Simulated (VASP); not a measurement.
Cu, 2 atoms in the cell. It takes space group P6_3/mmc (No. 194, hexagonal). The conventional cell has a = 2.492 Å, b = 2.492 Å, c = 4.056 Å, α = 90.00°, β = 90.00°, γ = 120.00°. Within 3.3 Å of Cu (site symmetry -6m2) lie 12 Cu at 2.49 Å. 

- Program: VASP 6.6.1
- Task: single point
- Functional: LDA
- Potentials or basis: VASP PAW LDA potentials, release 64 (Cu)
- Cutoff: 520 eV
- k mesh: 12 × 12 × 7
- Occupations: fermi-dirac, width 0.05 eV
- Spin: no spin polarisation
- Dipole correction: no
- Further INCAR settings: ALGO = Normal; EDIFF = 1e-07; NBANDS = 18

Potentials or basis: VASP PAW LDA potentials, release 64 (Cu).

The run is started by

```console
$ cat potpaw_LDA.64/Cu/POTCAR > POTCAR
$ mpirun -np 1 vasp_std > vasp.out
```

Hardware: 1 thread of AMD EPYC 7R13, with other jobs on the host.

Estimate the wall time of this run.

Wall time 37 s on 1 thread of AMD EPYC 7R13, with other jobs on the host, peak memory 0.11 GiB. Counts: scf iterations 12, k points 76.
